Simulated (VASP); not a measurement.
Runs of VASP 6.6.1 on Pd. The structure is that of space group Fm-3m (No. 225), or close to it. The cells are those of the table. 

```csv
cell,gap on the mesh (eV),pressure (GPa)
"a = 2.716, b = 2.716, c = 2.682 Å, angles 60.4, 60.4, 59.2°, 1 atom",none,(b)
"a = 2.820, b = 2.820, c = 2.751 Å, angles 60.8, 60.8, 58.4°, 1 atom",none,(a)
"a = 2.819 Å, angles 60.0°, 1 atom",none,-13.9
"a = 2.785, b = 2.785, c = 2.751 Å, angles 60.4, 60.4, 59.2°, 1 atom",none,-6.8
"a = 2.613 Å, angles 60.0°, 1 atom",none,42.3
```

Alike in all rows: task single point; level PBEsol; potentials or basis VASP PAW PBE potentials, release 64 (Pd); no spin polarisation; k mesh 20 × 20 × 20; cutoff (eV) 520; smearing gaussian 0.15 eV.

Problem. Estimate the missing entries.

Solution. (a) -10.4; (b) 8.7.

Caveats: the PAW data sets were made with another functional, which shifts forces and pressure a little.

A k mesh can miss the band edges, and the runs leave out spin-orbit coupling on Pd.

A gap of «none» marks levels without a gap at the run's occupations.
